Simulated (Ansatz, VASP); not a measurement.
**One calculation of InSb, two programs**

INCAR

```
SYSTEM = InSb
  PREC = Accurate
  ENCUT = 500
  EDIFF = 1E-6
  ISMEAR = 0
  SIGMA = 0.15
  LREAL = .False.
  LASPH = .True.
  NELM = 120
  ALGO = Normal
  ISIF = 2
  LWAVE = .False.
  LCHARG = .False.
  GGA = PS
  NBANDS = 16
  GGA_COMPAT = .False.
```

KPOINTS

```
regular mesh
0
Gamma
  16 16 8
  0 0 0
```

POSCAR

```
InSb
1.0
    3.1824576165      0.0000000000      0.0000000000
    0.0000000000      3.1824576165      0.0000000000
    0.0000000000      0.0000000000      5.3267975586
In Sb
1 1
Direct
    0.0000000000      0.0000000000      0.0000000000
    0.0000000000      0.0000000000      0.5000000000
```

Input for Ansatz:

```yaml
crystal:
  lattice:
    - [3.1824576165, 0.0, 0.0]
    - [0.0, 3.1824576165, 0.0]
    - [0.0, 0.0, 5.3267975586]
  atoms:
    - { symbol: In, position: [0.0, 0.0, 0.0] }
    - { symbol: Sb, position: [0.0, 0.0, 0.5] }
basis:
  ecutwfc: 420
kpoints:
  mp_grid: { grid: [16, 16, 8] }
hamiltonian:
  xc: pbesol
  pseudopotentials: { kind: paw, azcp: { folder: soft_1 } }
scf:
  occupations: { method: gaussian, width: 0.15 }
output:
  forces: true
  stress: true
  eigenvalues: true
```

Alike in both runs: task single point; functional PBEsol; k mesh 16 × 16 × 8; occupations gaussian, width 0.15 eV; no spin polarisation.

```csv
,VASP,Ansatz
version,VASP 6.6.1,Ansatz 0.2.0
potentials or method,"VASP PAW PBE potentials, release 64 (In_d, Sb), cutoff 500 eV","scalar-relativistic, plane waves, PAW"
valence electrons in the cell,18,28
```

VASP gave:

```
gap on the k mesh at the Fermi level (eV)                     : none
pressure (GPa)                                                : 6.3
traceless stress, the component that is largest in VASP (GPa) : 18.00
```

Question: Estimate Ansatz's values.

Answer: gap on the k mesh at the Fermi level (eV): none; pressure (GPa): 6.3; traceless stress, the component that is largest in VASP (GPa): 18.04.

VASP's potentials were made for PBE, not for PBEsol, and Ansatz warns of the same on its side. A gap of «none» marks a metal or a gap that the smearing closes. With one functional, cell and mesh, what is left measures potentials, basis and numerics. VASP's potentials hold 18 valence electrons a cell and Ansatz's 28, so a difference there can come from the potentials and not from the codes.

Neither program's run includes spin-orbit coupling.
